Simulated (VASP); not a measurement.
# BaN (Fd-3m) in VASP: a series of runs

BaN is run at these levels: PBE; tasks: single point.

Everything below comes from runs of VASP 6.6.1. Logs are shortened: lines on timing, memory, paths and dates and some standing lists are left out, and cuts for length are marked.

### 1 The cell of the first run

The structure is cubic, space group Fd-3m (No. 227). Conventional cell: a = 7.281 Å, b = 7.281 Å, c = 7.281 Å, α = 90.00°, β = 90.00°, γ = 90.00°. Within 4.1 Å of Ba (site symmetry -43m) lie 10 N at 3.15 to 3.64 Å and 4 Ba at 3.15 Å. Within 4.1 Å of N (site symmetry -43m) lie 10 Ba at 3.15 to 3.64 Å and 4 N at 3.15 Å.

The cell was generated, and may not be a known phase.

### 2 Single point, PBE

INCAR

```
SYSTEM = BaN
PREC = Accurate ; ENCUT = 1330
EDIFF = 1E-6 ; ISMEAR = 0
SIGMA = 0.1 ; LREAL = .FALSE.
LASPH = .TRUE. ; NELM = 120
ALGO = Normal ; ISIF = 2
LWAVE = .FALSE. ; LCHARG = .TRUE.
GGA = PE ; LELF = .TRUE.
LVHAR = .TRUE. ; NBANDS = 23
GGA_COMPAT = .FALSE.
```

KPOINTS

```
Automatic mesh
0
G
  4 4 4
  0 0 0
```

POSCAR

```
BaN
1.0
    0.0000000000      3.6406980700      3.6406980700
    3.6406980700      0.0000000000      3.6406980700
    3.6406980700      3.6406980700      0.0000000000
Ba N
2 2
Direct
    0.0000000000      0.0000000000      0.0000000000
    0.2500000000      0.2500000000      0.2500000000
    0.7500000000      0.7500000000      0.7500000000
    0.5000000000      0.5000000000      0.5000000000
```

Potentials or basis: VASP PAW PBE potentials, release 64 (Ba_sv, N_h).

The run is started by

```bash
cat potpaw_PBE.64/Ba_sv/POTCAR potpaw_PBE.64/N_h/POTCAR > POTCAR
mpirun -np 1 vasp_std > vasp.out
```

OUTCAR:

```text
SYSTEM = BaN
   PREC = Accurate
   ENCUT = 1330
   EDIFF = 1E-6
   ISMEAR = 0
   LREAL = .FALSE.
   LASPH = .TRUE.
   NELM = 120
   ISIF = 2
   GGA = PE

 ion  position               nearest neighbor table
   1  0.000  0.000  0.000-   2 3.15   2 3.15   2 3.15   2 3.15
   2  0.250  0.250  0.250-   1 3.15   1 3.15   1 3.15   1 3.15
   3  0.750  0.750  0.750-
   4  0.500  0.500  0.500-

  LATTYP: Found a face centered cubic cell.
 ALAT       =     7.2813961400

  Lattice vectors:

 A1 = (   0.0000000000,   3.6406980700,   3.6406980700)
 A2 = (   3.6406980700,   0.0000000000,   3.6406980700)
 A3 = (   3.6406980700,   3.6406980700,   0.0000000000)

Analysis of symmetry for initial positions (statically):
=====================================================================
 Subroutine PRICEL returns:
 Original cell was already a primitive cell.

 Routine SETGRP: Setting up the symmetry group for a
 face centered cubic supercell.

 Subroutine GETGRP returns: Found 48 space group operations
 (whereof 24 operations were pure point group operations)
 out of a pool of 48 trial point group operations.

The static configuration has the point symmetry T_d .
 The point group associated with its full space group is O_h .

Analysis of symmetry for dynamics (positions and initial velocities):
=====================================================================
 Subroutine PRICEL returns:
 Original cell was already a primitive cell.

 Routine SETGRP: Setting up the symmetry group for a
 face centered cubic supercell.

 Subroutine GETGRP returns: Found 48 space group operations
 (whereof 24 operations were pure point group operations)
 out of a pool of 48 trial point group operations.

The dynamic configuration has the point symmetry T_d .
 The point group associated with its full space group is O_h .

 Subroutine INISYM returns: Found 48 space group operations
 (whereof 24 operations are pure point group operations),
 and found     1 'primitive' translations

----------------------------------------------------------------------------------------

                                     Primitive cell

  volume of cell :      96.5126

  direct lattice vectors                    reciprocal lattice vectors
     0.000000000  3.640698070  3.640698070    -0.137336299  0.137336299  0.137336299
     3.640698070  0.000000000  3.640698070     0.137336299 -0.137336299  0.137336299
     3.640698070  3.640698070  0.000000000     0.137336299  0.137336299 -0.137336299

  length of vectors
     5.148724587  5.148724587  5.148724587     0.237873448  0.237873448  0.237873448

  position of ions in fractional coordinates (direct lattice)
     0.000000000  0.000000000  0.000000000
     0.250000000  0.250000000  0.250000000
     0.750000000  0.750000000  0.750000000
     0.500000000  0.500000000  0.500000000

  ion indices of the primitive-cell ions
   primitive index   ion index
                 1           1
                 2           2
                 3           3
                 4           4

----------------------------------------------------------------------------------------

 KPOINTS: Automatic mesh

Automatic generation of k-mesh.
 Grid dimensions read from file:
 generate k-points for:    4    4    4

 Generating k-lattice:

  Cartesian coordinates                     Fractional coordinates (reciprocal lattice)
    -0.034334075  0.034334075  0.034334075     0.250000000  0.000000000  0.000000000
     0.034334075 -0.034334075  0.034334075     0.000000000  0.250000000  0.000000000
     0.034334075  0.034334075 -0.034334075     0.000000000  0.000000000  0.250000000

  Length of vectors
     0.059468362  0.059468362  0.059468362

  Shift w.r.t. Gamma in fractional coordinates (k-lattice)
     0.000000000  0.000000000  0.000000000

 Subroutine IBZKPT returns following result:
 ===========================================

 Found      8 irreducible k-points:

 Following reciprocal coordinates:
            Coordinates               Weight
  0.000000  0.000000  0.000000      1.000000
  0.250000  0.000000  0.000000      8.000000
  0.500000  0.000000  0.000000      4.000000
  0.250000  0.250000  0.000000      6.000000
  0.500000  0.250000  0.000000     24.000000
 -0.250000  0.250000  0.000000     12.000000
  0.500000  0.500000  0.000000      3.000000
 -0.250000  0.500000  0.250000      6.000000
   k-points           NKPTS =      8   k-points in BZ     NKDIM =      8   number of bands    NBANDS=     23
   number of dos      NEDOS =    301   number of ions     NIONS =      4
   total plane-waves  NPLWV = 262144
   dimension x,y,z NGX =    64 NGY =   64 NGZ =   64
   dimension x,y,z NGXF=   128 NGYF=  128 NGZF=  128
   ions per type =               2   2
   NGX,Y,Z   is equivalent  to a cutoff of  20.66, 20.66, 20.66 a.u.
   NGXF,Y,Z  is equivalent  to a cutoff of  41.33, 41.33, 41.33 a.u.
 SYSTEM =  BaN
   PREC   = accura    normal or accurate (medium, high low for compatibility)
   ISTART =      0    job   : 0-new  1-cont  2-samecut
   ICHARG =      2    charge: 1-file 2-atom 10-const
   ISPIN  =      1    spin polarized calculation?
   LNONCOLLINEAR =      F non collinear calculations
   LSORBIT =      F    spin-orbit coupling
   LASPH  =      T    aspherical Exc in radial PAW
   ENCUT  = 1330.0 eV  97.75 Ry    9.89 a.u.  15.31 15.31 15.31*2*pi/ulx,y,z
   NELM   =    120;   NELMIN=  2; NELMDL= -5     # of ELM steps
   EDIFF  = 0.1E-05   stopping-criterion for ELM
   LREAL  =      F    real-space projection
   EDIFFG = 0.1E-04   stopping-criterion for IOM
   NSW    =      0    number of steps for IOM
   IBRION =     -1    ionic relax: 0-MD 1-quasi-New 2-CG
   NFREE  =      0    steps in history (QN), initial steepest desc. (CG)
   ISIF   =      2    stress and relaxation
   ISYM   =      2    0-nonsym 1-usesym 2-fastsym
   POTIM  = 0.5000    time-step for ionic-motion
   TEBEG  =    0.0;   TEEND  =   0.0 temperature during run
   PSTRESS=    0.0 pullay stress
   NELECT =      30.0000    total number of electrons
   NUPDOWN=      -1.0000    fix difference up-down
   EMIN   =  10.00;   EMAX   =-10.00  energy-range for DOS
   EFERMI =   0.00;   METHOD = LEGACY
   ISMEAR =     0;   SIGMA  =   0.10  broadening in eV -4-tet -1-fermi 0-gaus
   EFERMI_NEDOS =   21; number of points for ismear=-14 and -15
   IALGO  =     38    algorithm
   IMIX   =      4    mixing-type and parameters
     AMIX     =   0.40;   BMIX     =  1.00
     AMIX_MAG =   1.60;   BMIX_MAG =  1.00
  volume/ion in A,a.u.               =      24.13       162.82
  Fermi-wavevector in a.u.,A,eV,Ry     =   1.108972  2.095653 16.732702  1.229819
  Thomas-Fermi vector in A             =   2.245506
   LORBIT       =      0    0 simple, 1 ext, 2 COOP (PROOUT), +10 PAW based schemes
   GGA     = PE    functional components
   LHFCALC =     F    Hartree Fock is set to
   AEXX    =    0.0000 exact exchange contribution
   IVDW    =     0    specifies the selected vdW correction
   LEPSILON=     F    determine dielectric tensor
   LRPA    =     F    only Hartree local field effects (RPA)
 non-spin polarized calculation
 Gauss-broadening in eV      SIGMA  =   0.10
  energy-cutoff  :     1330.00
  volume of cell :       96.51
 maximum number of plane-waves:     10777
 NGX is ok and might be reduce to    64
   NGX = 31   NGY = 31   NGZ = 31

 number of electron      30.0000000 magnetization

 Free energy of the ion-electron system (eV)
  ---------------------------------------------------
  ext. energy  EPLUGINS =         0.00000000
  ---------------------------------------------------
  free energy    TOTEN  =       -15.02448324 eV

  energy without entropy =      -14.99624197  energy(sigma->0) =      -15.01036260

 E-fermi :   2.7113     XC(G=0):  -9.4250

 val. band max:        2.6666358091   @ k =   0.5000   0.2500   0.0000
 cond. band min:       2.7908728351   @ k =  -0.2500   0.5000   0.2500
 fundamental gap:      0.1242370260
 Fermi energy:         2.7112671670

 k-point     1 :       0.0000    0.0000    0.0000
  band No.  band energies     occupation
      1     -26.3348      2.00000
      2     -25.2260      2.00000
      3     -11.8675      2.00000
      4     -11.8675      2.00000
      5     -11.8675      2.00000
      6     -10.2784      2.00000
[... 15 lines left out ...]
     22       6.7259      0.00000
     23       8.9709      0.00000

 k-point     2 :       0.2500    0.0000    0.0000
  band No.  band energies     occupation
      1     -26.2279      2.00000
      2     -25.3536      2.00000
      3     -11.9783      2.00000
      4     -11.9783      2.00000
      5     -11.9367      2.00000
      6     -10.3626      2.00000
[... 15 lines left out ...]
     22       6.7063      0.00000
     23       8.6980      0.00000

 k-point     3 :       0.5000    0.0000    0.0000
  band No.  band energies     occupation
      1     -26.0762      2.00000
      2     -25.5257      2.00000
      3     -12.0758      2.00000
      4     -12.0736      2.00000
      5     -12.0736      2.00000
      6     -10.1543      2.00000
[... 15 lines left out ...]
     22       7.0101      0.00000
     23       8.3329      0.00000

 k-point     4 :       0.2500    0.2500    0.0000
  band No.  band energies     occupation
      1     -26.1849      2.00000
      2     -25.4033      2.00000
      3     -12.1043      2.00000
      4     -12.1043      2.00000
      5     -11.6328      2.00000
      6     -10.7592      2.00000
[... 15 lines left out ...]
     22       6.5502      0.00000
     23       7.0158      0.00000

 k-point     5 :       0.5000    0.2500    0.0000
  band No.  band energies     occupation
      1     -25.9990      2.00000
      2     -25.6096      2.00000
      3     -12.3611      2.00000
      4     -12.1877      2.00000
      5     -11.4911      2.00000
      6     -10.6915      2.00000
[... 15 lines left out ...]
     22       6.5426      0.00000
     23       7.4898      0.00000

 k-point     6 :      -0.2500    0.2500    0.0000
  band No.  band energies     occupation
      1     -26.0766      2.00000
      2     -25.5253      2.00000
      3     -12.3559      2.00000
      4     -12.0753      2.00000
      5     -11.6175      2.00000
      6     -10.5056      2.00000
[... 15 lines left out ...]
     22       6.6303      0.00000
     23       7.3794      0.00000

 k-point     7 :       0.5000    0.5000    0.0000
  band No.  band energies     occupation
      1     -25.8077      2.00000
      2     -25.8077      2.00000
      3     -12.2885      2.00000
      4     -12.2885      2.00000
      5     -11.2074      2.00000
      6     -11.2074      2.00000
[... 15 lines left out ...]
     22       5.9308      0.00000
     23       8.0691      0.00000

 k-point     8 :      -0.2500    0.5000    0.2500
  band No.  band energies     occupation
      1     -25.8076      2.00000
      2     -25.8076      2.00000
      3     -12.3608      2.00000
      4     -12.3608      2.00000
      5     -11.0293      2.00000
      6     -11.0293      2.00000
[... 15 lines left out ...]
     22       6.3672      0.00000
     23       7.2339      0.00000

------------------------ aborting loop because EDIFF is reached ----------------------------------------

  FORCE on cell =-STRESS in cart. coord.  units (eV):
  Direction    XX          YY          ZZ          XY          YZ          ZX
  --------------------------------------------------------------------------------------
  -------------------------------------------------------------------------------------
  Total       -3.0976114     -3.0976114     -3.0976114      0.0000000     -0.0000000     -0.0000000
  in kB      -51.4225412    -51.4225412    -51.4225412      0.0000000     -0.0000000     -0.0000000
  external PRESSURE =     -51.4225412 kB  Pullay stress =       0.0000000 kB

 VOLUME and BASIS-vectors are now :
 -----------------------------------------------------------------------------
  energy-cutoff  :     1330.00
  volume of cell :       96.51
      direct lattice vectors                 reciprocal lattice vectors
     0.000000000  3.640698070  3.640698070    -0.137336299  0.137336299  0.137336299
     3.640698070  0.000000000  3.640698070     0.137336299 -0.137336299  0.137336299
     3.640698070  3.640698070  0.000000000     0.137336299  0.137336299 -0.137336299

 POSITION                                       TOTAL-FORCE (eV/Angst)
 -----------------------------------------------------------------------------------
      0.00000      0.00000      0.00000         0.000000      0.000000      0.000000
      1.82035      1.82035      1.82035        -0.000000     -0.000000     -0.000000
      5.46105      5.46105      5.46105         0.000000      0.000000      0.000000
      3.64070      3.64070      3.64070        -0.000000     -0.000000     -0.000000
 -----------------------------------------------------------------------------------
    total drift:                               -0.000000      0.000000     -0.000000

  FREE ENERGIE OF THE ION-ELECTRON SYSTEM (eV)
  ---------------------------------------------------
  free  energy   TOTEN  =       -15.0244832391 eV

  energy  without entropy=      -14.9962419696  energy(sigma->0) =      -15.01036260
```

It took 2.1 min on 1 thread of Intel Xeon Platinum 8259CL at 2.50GHz (Skylake/Cascade Lake), shared host; peak memory 0.54 GiB.

Results:

- Free energy: -15.0245 eV
- Pressure: -5.1 GPa
- Band gap on the k mesh: zero (bands 15 and 16 overlap by 0.67 eV)

Caveat: the k points lie up to 0.37 Å⁻¹ apart, too coarse for converged energies and pressures of a metal; spin-orbit coupling is left out, which moves the levels of the heavy elements.

### 3 Single point, PBE, collinear spin, ferromagnetic start

INCAR

```
SYSTEM = BaN
  PREC = Accurate
  ENCUT = 1330
  EDIFF = 1E-6
  ISMEAR = 0
  SIGMA = 0.1
  LREAL = .FALSE.
  LASPH = .TRUE.
  NELM = 200
  ALGO = Normal
  ISIF = 2
  LWAVE = .FALSE.
  LCHARG = .TRUE.
  ISPIN = 2
  MAGMOM = 0 0 1 1
  LORBIT = 11
  GGA = PE
  LELF = .TRUE.
  LVHAR = .TRUE.
  NBANDS = 27
  GGA_COMPAT = .FALSE.
```

KPOINTS is that of step 2.

POSCAR is that of step 2.

Potentials or basis: VASP PAW PBE potentials, release 64 (Ba_sv, N_h).

The run is started by

```bash
cat potpaw_PBE.64/Ba_sv/POTCAR potpaw_PBE.64/N_h/POTCAR > POTCAR
mpirun -np 1 vasp_std > vasp.out
```

It took 3.9 min on 1 thread of AMD EPYC 7R13 (Zen 3), shared host; peak memory 0.76 GiB.

The run converged. Its results:

* Free energy: -15.2675 eV
* Pressure: -4.3 GPa
* Band gap on the k mesh: zero (filled and empty bands overlap)
* Net moment: 2.00 μB per cell
* Site moments: Ba -0.06; N +0.48 μB
* Valence electrons inside the program's atomic spheres: Ba 8.03; N 2.07

Levels at points of the mesh, in eV from the Fermi level:
Spin up:
| k point | band 12 | band 13 | band 14 | band 15 | band 16 | band 17 | band 18 | band 19 | band 20 | band 21 |
| --- | --- | --- | --- | --- | --- | --- | --- | --- | --- | --- |
| (0.00, 0.00, 0.00) | -2.23 | -2.23 | -1.09 | -1.09 | -1.09 | 0.50 | 0.50 | 2.20 | 3.59 | 3.59 |
| (0.50, 0.00, 0.00) | -2.53 | -2.32 | -1.18 | -1.18 | -0.73 | 1.93 | 2.57 | 2.57 | 2.75 | 2.75 |
| (0.50, 0.50, 0.00) | -2.22 | -1.59 | -1.59 | -0.55 | -0.55 | 1.17 | 1.17 | 2.13 | 2.13 | 2.93 |
Spin down:
```csv
k point,band 10,band 11,band 12,band 13,band 14,band 15,band 16,band 17,band 18,band 19
"(0.00, 0.00, 0.00)",-10.40,-1.24,-1.24,-1.24,0.08,0.08,0.08,0.38,0.38,2.31
"(0.50, 0.00, 0.00)",-10.70,-1.72,-1.72,-1.36,-0.23,-0.23,0.55,2.03,2.99,2.99
"(0.50, 0.50, 0.00)",-10.80,-1.22,-1.22,-0.49,-0.49,0.85,0.85,1.15,1.15,2.19
```

Caveat: the k points lie up to 0.37 Å⁻¹ apart; spin-orbit coupling is left out, which moves the levels of the heavy elements.

The gap in the log of VASP goes by the Fermi energy; the results here count the filled bands.